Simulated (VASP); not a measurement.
# K2SiB2 (P-3m1) in VASP: a series of runs, part 3 of 3

VASP 6.6.1. The steps go on from the part before.

## (4) Relaxation of cell and atoms, PBE

Input file INCAR:

```
  ALGO = Normal
  EDIFF = 1E-6
  EDIFFG = -0.04
  ENCUT = 600
  GGA = PE
  IBRION = 2
  ISIF = 3
  ISMEAR = 0
  LASPH = True
  LCHARG = False
  LREAL = False
  LWAVE = False
  NELM = 80
  NSW = 90
  PREC = Accurate
  SIGMA = 0.1
```

Input file KPOINTS:

```
k-points
0
Gamma
  6 6 4
```

Input file POSCAR:

```
K2SiB2
1.0
    5.0053854600      0.0000000000      0.0000000000
   -2.5026927300      4.3347909700      0.0000000000
    0.0000000000      0.0000000000      4.8708532700
K Si B
2 1 2
Direct
    0.3333333300      0.6666666700      0.2757999900
    0.6666666700      0.3333333300      0.7242000100
    0.0000000000      0.0000000000      0.0000000000
    0.0000000000      0.0000000000      0.3794000100
    0.0000000000      0.0000000000      0.6205999900
```

Potentials or basis: VASP PAW PBE potentials, release 64 (K_sv, Si, B).

The run is started by

```bash
> cat potpaw_PBE.64/K_sv/POTCAR potpaw_PBE.64/Si/POTCAR potpaw_PBE.64/B/POTCAR > POTCAR
> mpirun -np 1 vasp_std > vasp.out
```

OUTCAR:

```text
EDIFF = 1E-6
   EDIFFG = -0.04
   ENCUT = 600
   GGA = PE
   IBRION = 2
   ISIF = 3
   ISMEAR = 0
   LASPH = True
   LREAL = False
   NELM = 80
   NSW = 90
   PREC = Accurate

 ion  position               nearest neighbor table
   1  0.333  0.667  0.276-   4 2.93   4 2.93   4 2.93   3 3.19   3 3.19   3 3.19   2 3.62   2 3.62
                             2 3.62
   2  0.667  0.333  0.724-   5 2.93   5 2.93   5 2.93   3 3.19   3 3.19   3 3.19   1 3.62   1 3.62
                             1 3.62
   3  0.000  0.000  0.000-   4 1.85   5 1.85   1 3.19   2 3.19   2 3.19   1 3.19   2 3.19   1 3.19

   4  0.000  0.000  0.379-   5 1.17   3 1.85   1 2.93   1 2.93   1 2.93
   5  0.000  0.000  0.621-   4 1.17   3 1.85   2 2.93   2 2.93   2 2.93

  LATTYP: Found a hexagonal cell.
 ALAT       =     5.0053854600
 C/A-ratio  =     0.9731225115

  Lattice vectors:

 A1 = (   5.0053854600,   0.0000000000,   0.0000000000)
 A2 = (  -2.5026927300,   4.3347909700,   0.0000000000)
 A3 = (   0.0000000000,   0.0000000000,   4.8708532700)

Analysis of symmetry for initial positions (statically):
=====================================================================
 Subroutine PRICEL returns:
 Original cell was already a primitive cell.

 Routine SETGRP: Setting up the symmetry group for a
 hexagonal supercell.

 Subroutine GETGRP returns: Found 12 space group operations
 (whereof 12 operations were pure point group operations)
 out of a pool of 24 trial point group operations.

The static configuration has the point symmetry D_3d.

Analysis of symmetry for dynamics (positions and initial velocities):
=====================================================================
 Subroutine PRICEL returns:
 Original cell was already a primitive cell.

 Routine SETGRP: Setting up the symmetry group for a
 hexagonal supercell.

 Subroutine GETGRP returns: Found 12 space group operations
 (whereof 12 operations were pure point group operations)
 out of a pool of 24 trial point group operations.

The dynamic configuration has the point symmetry D_3d.

 Subroutine INISYM returns: Found 12 space group operations
 (whereof 12 operations are pure point group operations),
 and found     1 'primitive' translations

----------------------------------------------------------------------------------------

                                     Primitive cell

  volume of cell :     105.6844

  direct lattice vectors                    reciprocal lattice vectors
     5.005385460  0.000000000  0.000000000     0.199784813  0.115345816  0.000000000
    -2.502692730  4.334790970  0.000000000     0.000000000  0.230691631  0.000000000
     0.000000000  0.000000000  4.870853270     0.000000000  0.000000000  0.205302838

  length of vectors
     5.005385460  5.005385465  4.870853270     0.230691631  0.230691631  0.205302838

  position of ions in fractional coordinates (direct lattice)
     0.333333330  0.666666670  0.275799990
     0.666666670  0.333333330  0.724200010
     0.000000000  0.000000000  0.000000000
     0.000000000  0.000000000  0.379400010
     0.000000000  0.000000000  0.620599990

  ion indices of the primitive-cell ions
   primitive index   ion index
                 1           1
                 2           2
                 3           3
                 4           4
                 5           5

[... 62 lines left out ...]
   ISTART =      0    job   : 0-new  1-cont  2-samecut
   ICHARG =      2    charge: 1-file 2-atom 10-const
   ISPIN  =      1    spin polarized calculation?
   LNONCOLLINEAR =      F non collinear calculations
   LSORBIT =      F    spin-orbit coupling
   LASPH  =      T    aspherical Exc in radial PAW
   ENCUT  =  600.0 eV  44.10 Ry    6.64 a.u.  10.00 10.00  9.73*2*pi/ulx,y,z
   NELM   =     80;   NELMIN=  2; NELMDL= -5     # of ELM steps
   EDIFF  = 0.1E-05   stopping-criterion for ELM
   LREAL  =      F    real-space projection
   EDIFFG = -.4E-01   stopping-criterion for IOM
   NSW    =     90    number of steps for IOM
   IBRION =      2    ionic relax: 0-MD 1-quasi-New 2-CG
   NFREE  =      1    steps in history (QN), initial steepest desc. (CG)
   ISIF   =      3    stress and relaxation
   ISYM   =      2    0-nonsym 1-usesym 2-fastsym
   POTIM  = 0.5000    time-step for ionic-motion
   TEBEG  =    0.0;   TEEND  =   0.0 temperature during run
   PSTRESS=    0.0 pullay stress
   NELECT =      28.0000    total number of electrons
   NUPDOWN=      -1.0000    fix difference up-down
   EMIN   =  10.00;   EMAX   =-10.00  energy-range for DOS
   EFERMI =   0.00;   METHOD = LEGACY
   ISMEAR =     0;   SIGMA  =   0.10  broadening in eV -4-tet -1-fermi 0-gaus
   EFERMI_NEDOS =   21; number of points for ismear=-14 and -15
   IALGO  =     38    algorithm
   IMIX   =      4    mixing-type and parameters
     AMIX     =   0.40;   BMIX     =  1.00
     AMIX_MAG =   1.60;   BMIX_MAG =  1.00
  volume/ion in A,a.u.               =      21.14       142.64
  Fermi-wavevector in a.u.,A,eV,Ry     =   1.051455  1.986961 15.042018  1.105557
  Thomas-Fermi vector in A             =   2.186499
   LORBIT       =      0    0 simple, 1 ext, 2 COOP (PROOUT), +10 PAW based schemes
   GGA     = PE    functional components
   LHFCALC =     F    Hartree Fock is set to
   AEXX    =    0.0000 exact exchange contribution
   IVDW    =     0    specifies the selected vdW correction
   LEPSILON=     F    determine dielectric tensor
   LRPA    =     F    only Hartree local field effects (RPA)
 conjugate gradient relaxation of ions
 non-spin polarized calculation
 Gauss-broadening in eV      SIGMA  =   0.10
  energy-cutoff  :      600.00
  volume of cell :      105.68
 maximum number of plane-waves:      3558
   NGX = 19   NGY = 19   NGZ = 19

--------------------------------------- Ionic step        1  -------------------------------------------

 number of electron      27.9999999 magnetization

 Free energy of the ion-electron system (eV)
  ---------------------------------------------------
  ext. energy  EPLUGINS =         0.00000000
  ---------------------------------------------------
  free energy    TOTEN  =       -15.41236160 eV

  energy without entropy =      -15.39947523  energy(sigma->0) =      -15.40591842

------------------------ aborting loop because EDIFF is reached ----------------------------------------

  FORCE on cell =-STRESS in cart. coord.  units (eV):
  Direction    XX          YY          ZZ          XY          YZ          ZX
  --------------------------------------------------------------------------------------
  -------------------------------------------------------------------------------------
  Total        4.7426322      4.7426322     32.8962589      0.0000000      0.0000000      0.0000000
  in kB       71.8984115     71.8984117    498.7080264      0.0000000      0.0000000      0.0000000
  external PRESSURE =     214.1682832 kB  Pullay stress =       0.0000000 kB
[... 26 lines left out ...]
--------------------------------------- Ionic step        2  -------------------------------------------

 number of electron      28.0000002 magnetization

 E-fermi :  -0.1527     XC(G=0):  -6.4557

 val. band max:       -0.1577763788   @ k =   0.1667   0.0000   0.0000
 cond. band min:       0.0923720718   @ k =   0.1667   0.1667   0.0000
 fundamental gap:      0.2501484506
 Fermi energy:        -0.1527498705

 k-point     1 :       0.0000    0.0000    0.0000
  band No.  band energies     occupation
      1     -30.7993      2.00000
      2     -30.7865      2.00000
      3     -14.4152      2.00000
      4     -14.3103      2.00000
      5     -14.2517      2.00000
      6     -14.2517      2.00000
[... 564 lines left out ...]
  FREE ENERGIE OF THE ION-ELECTRON SYSTEM (eV)
  ---------------------------------------------------
  free  energy   TOTEN  =       -10.8179526563 eV

  energy  without entropy=      -10.8102393320  energy(sigma->0) =      -10.81409599

[... ionic steps 4 to 39 ...]

--------------------------------------- Ionic step       40  -------------------------------------------

 number of electron      28.0000000 magnetization

------------------------ aborting loop because EDIFF is reached ----------------------------------------
[... 73 lines left out ...]
--------------------------------------- Ionic step       42  -------------------------------------------

 number of electron      28.0000000 magnetization

 Free energy of the ion-electron system (eV)
  ---------------------------------------------------
  ext. energy  EPLUGINS =         0.00000000
  ---------------------------------------------------
  free energy    TOTEN  =       -19.28346053 eV

  energy without entropy =      -19.26854130  energy(sigma->0) =      -19.27600091

 E-fermi :   1.4643     XC(G=0):  -7.5410

 val. band max:        1.3332174766   @ k =   0.1667   0.1667   0.2500
 cond. band min:       1.4761571925   @ k =   0.1667   0.0000   0.2500
 fundamental gap:      0.1429397159
 Fermi energy:         1.4642736992

 k-point     1 :       0.0000    0.0000    0.0000
  band No.  band energies     occupation
      1     -29.6446      2.00000
      2     -29.6094      2.00000
      3     -13.2507      2.00000
      4     -13.1755      2.00000
      5     -13.1755      2.00000
      6     -13.1175      2.00000
[... 525 lines left out ...]
  FREE ENERGIE OF THE ION-ELECTRON SYSTEM (eV)
  ---------------------------------------------------
  free  energy   TOTEN  =       -19.2834605267 eV

  energy  without entropy=      -19.2685412983  energy(sigma->0) =      -19.27600091

 reached required accuracy - stopping structural energy minimisation
```

OSZICAR:

```text
N       E                     dE             d eps       ncg     rms          rms(c)
DAV:   1     0.194529478602E+03    0.19453E+03   -0.13953E+04   864   0.151E+03
[... 373 lines left out ...]
DAV:   1    -0.192851351196E+02   -0.21992E-02   -0.12271E-01   896   0.267E+00    0.285E-01
DAV:   2    -0.192839317185E+02    0.12034E-02   -0.61672E-03  1056   0.670E-01    0.121E-01
DAV:   3    -0.192834650611E+02    0.46666E-03   -0.10396E-03  1054   0.269E-01    0.972E-02
DAV:   4    -0.192834623195E+02    0.27416E-05   -0.20784E-04  1422   0.568E-02    0.397E-02
DAV:   5    -0.192834625786E+02   -0.25916E-06   -0.18659E-05  1648   0.198E-02    0.102E-02
DAV:   6    -0.192834613452E+02    0.12334E-05   -0.60314E-06  1332   0.138E-02    0.310E-03
DAV:   7    -0.192834605267E+02    0.81852E-06   -0.28234E-07   446   0.377E-03
  42 F= -.19283461E+02 E0= -.19276001E+02  d E =-.524442E-03
```

CONTCAR:

```text
K2SiB2
   1.00000000000000
     5.4687776872906131    0.0000000000000000   -0.0000000000000000
    -2.7343888436453065    4.7361004124304733    0.0000000000000000
    -0.0000000000000000   -0.0000000000000000    5.2551761463012738
  K               Si              B
     2     1     2
Direct
     0.3333333300000021    0.6666666699999979    0.3011413073650278
     0.6666666699999979    0.3333333300000021    0.6988586926349718
     0.0000000000000000    0.0000000000000000    1.0000000000000000
     0.0000000000000000    0.0000000000000000    0.3533265985834225
     0.0000000000000000    0.0000000000000000    0.6466734014165775

  0.00000000E+00  0.00000000E+00  0.00000000E+00
  0.00000000E+00  0.00000000E+00  0.00000000E+00
  0.00000000E+00  0.00000000E+00  0.00000000E+00
  0.00000000E+00  0.00000000E+00  0.00000000E+00
  0.00000000E+00  0.00000000E+00  0.00000000E+00
```

Wall time 18 min (1 thread of Intel Xeon Platinum 8488C (Sapphire Rapids), shared host); peak memory 0.28 GiB.

What came out:

- Free energy: -19.2835 eV
- Relaxed volume: 27.22 Å³/atom
- Relaxed cell: a = 5.469 Å, b = 5.469 Å, c = 5.255 Å, α = 90.00°, β = 90.00°, γ = 120.00°
- Space group after relaxing (to 0.1 Å): P-3m1 (No. 164)
- Pressure after relaxing: 0.0 GPa
- Largest force after relaxing: 0.011 eV/Å
- Band gap on the k mesh: zero (bands 14 and 15 overlap by 3.00 eV)

Forces in eV/Å, atoms in the order of the input:
```
K    0.000  0.000  0.009
K    0.000  0.000 -0.009
Si   0.000  0.000  0.000
B    0.000  0.000 -0.011
B    0.000  0.000  0.011
```

Final structure:
```
K Si B
1.0
     5.46878    0.00000    0.00000
    -2.73439    4.73610    0.00000
     0.00000    0.00000    5.25518
K Si B
2 1 2
Direct
  0.33333 0.66667 0.30114
  0.66667 0.33333 0.69886
  0.00000 0.00000 0.00000
  0.00000 0.00000 0.35333
  0.00000 0.00000 0.64667
```

Caveat: the volume moved by over 15 % at a fixed basis, so the end points are rough.

## (5) Single point, PBE

This run uses another cell than the first one, of 27.42 Å³/atom.

Input file INCAR:

```
SYSTEM = K2SiB2
ALGO = Normal ; EDIFF = 1E-7
ENCUT = 520 ; GGA = PE
ISIF = 2 ; ISMEAR = 0
LASPH = .True. ; LCHARG = .False.
LREAL = .False. ; LWAVE = .False.
NBANDS = 22 ; NELM = 60
PREC = Accurate ; SIGMA = 0.1
```

Input file KPOINTS:

```
k-points
0
Gamma
  12 12 8
  0 0 0
```

Input file POSCAR:

```
K2SiB2
1.0
    5.4960162199      0.0000000000      0.0000000000
   -2.7480081100      4.7596896661      0.0000000000
    0.0000000000      0.0000000000      5.2412400012
K Si B
2 1 2
Direct
    0.3333333333      0.6666666667      0.3014651918
    0.6666666667      0.3333333333      0.6985348082
    0.0000000000      0.0000000000      0.0000000000
    0.0000000000      0.0000000000      0.3531899413
    0.0000000000      0.0000000000      0.6468100587
```

The run is started by

```bash
> cat potpaw_PBE.64/K_sv/POTCAR potpaw_PBE.64/Si/POTCAR potpaw_PBE.64/B/POTCAR > POTCAR
> mpirun -np 1 vasp_std > vasp.out
```

It took 6.4 min on 1 thread of Intel Xeon Platinum 8488C (Sapphire Rapids), shared host; peak memory 0.51 GiB.

The run converged. Its results:

* Free energy: -19.4285 eV
* Pressure: 0.0 GPa
* Largest force: 0.014 eV/Å
* Band gap on the k mesh: zero (bands 14 and 15 overlap by 2.99 eV)

Forces in eV/Å, atoms in the order of the input:
```
K    0.000  0.000 -0.002
K    0.000  0.000  0.002
Si   0.000  0.000  0.000
B    0.000  0.000 -0.014
B    0.000  0.000  0.014
```

Levels at points of the mesh, in eV from the Fermi level:
```
           k point  band 10  band 11  band 12  band 13  band 14  band 15  band 16  band 17  band 18  band 19
(0.00, 0.00, 0.00)    -6.02    -5.74    -2.51    -2.51     0.59     2.26     2.26     2.26     2.26     3.28
(0.50, 0.00, 0.00)    -6.03    -5.67    -3.15    -2.44     1.31     1.62     1.82     2.27     2.53     3.39
(0.00, 0.00, 0.50)    -8.39    -3.40    -1.42    -1.42    -1.20    -1.20     1.41     2.42     3.21     3.88
(0.50, 0.00, 0.50)    -8.27    -3.40    -1.86    -1.83    -1.32    -1.26     2.10     3.38     3.40     4.65
```

## (6) The runs side by side

| task | cell | k mesh | cutoff (eV) | gap on the mesh (eV) | pressure (GPa) | largest force (eV/Å) |
| --- | --- | --- | --- | --- | --- | --- |
| single point | a = 5.005, b = 5.005, c = 4.871 Å, angles 90.0, 90.0, 120.0°, 5 atoms, atomic positions A | 6 × 6 × 4 | 520 | none | 21.4 | 24.16 |
| single point | a = 5.459, b = 5.459, c = 5.249 Å, angles 90.0, 90.0, 120.0°, 5 atoms, atomic positions B | 6 × 6 × 4 | 520 | none | 0.2 | 0.01 |
| relaxation of cell and atoms | relaxed from a = 5.005, b = 5.005, c = 4.871 Å, angles 90.0, 90.0, 120.0°, 5 atoms, atomic positions A | 6 × 6 × 4 | 600 | none | 0.0 | 0.01 |
| single point | a = 5.496, b = 5.496, c = 5.241 Å, angles 90.0, 90.0, 120.0°, 5 atoms, atomic positions C | 12 × 12 × 8 | 520 | none | 0.0 | 0.01 |

Alike in all rows: level PBE; potentials or basis VASP PAW PBE potentials, release 64 (K_sv, Si, B); no spin polarisation; smearing gaussian 0.1 eV.

Caveats: atoms lie so close that the PAW spheres overlap strongly, which falsifies energies and pressures (at least some runs); the stress differs along the axes, from 7 to 50 GPa (at least some runs); forces of over 1 eV/Å act on the atoms, so gaps and moduli don't describe the material at rest (at least some runs); the volume moved by over 15 % at a fixed basis, so the end points are rough (at least some runs).

Absolute energies hang on the potentials; compare differences alone.

The gap in the log of VASP goes by the Fermi energy; the results here count the filled bands.